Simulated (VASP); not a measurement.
Set up this calculation in VASP 6.6.1, as the native input.

| Quantity | Value |
| --- | --- |
| Task | single point |
| Functional | PBEsol |
| Potentials or basis | VASP PAW PBE potentials, release 64 (La, S) |
| Cutoff | 520 eV |
| k mesh | 9 × 9 × 9 |
| Occupations | fermi-dirac, width 0.02 eV |
| Spin | no spin polarisation |
| Dipole correction | no |
| Further INCAR settings | ALGO = Normal; EDIFF = 1e-07; NBANDS = 16 |

The structure of LaS lies in POSCAR:

```
LaS
1.0
    0.0000000000      2.9023730984      2.9023730984
    2.9023730984      0.0000000000      2.9023730984
    2.9023730984      2.9023730984      0.0000000000
La S
1 1
Direct
    0.0000000000      0.0000000000      0.0000000000
    0.5000000000      0.5000000000      0.5000000000
```

The input as run:

INCAR

```
ALGO = Normal ; EDIFF = 1E-7
ENCUT = 520 ; GGA = PS
ISIF = 2 ; ISMEAR = -1
LASPH = T ; LCHARG = F
LREAL = F ; LWAVE = F
NBANDS = 16 ; NELM = 100
PREC = Accurate ; SIGMA = 0.02
```

KPOINTS

```
k-points
0
Gamma
  9 9 9
```

Potentials or basis: VASP PAW PBE potentials, release 64 (La, S).

Run with:

```console
$ cat potpaw_PBE.64/La/POTCAR potpaw_PBE.64/S/POTCAR > POTCAR
$ mpirun -np 1 vasp_std > vasp.out
```

Results of the run:

* Pressure: -0.1 GPa

Caveat: the PAW data sets were made with another functional, which shifts forces and pressure a little.

Wall time 53 s on 1 thread of AMD EPYC 7R43 64-Core Processor (Zen 3), on a shared host, peak memory 0.16 GiB.
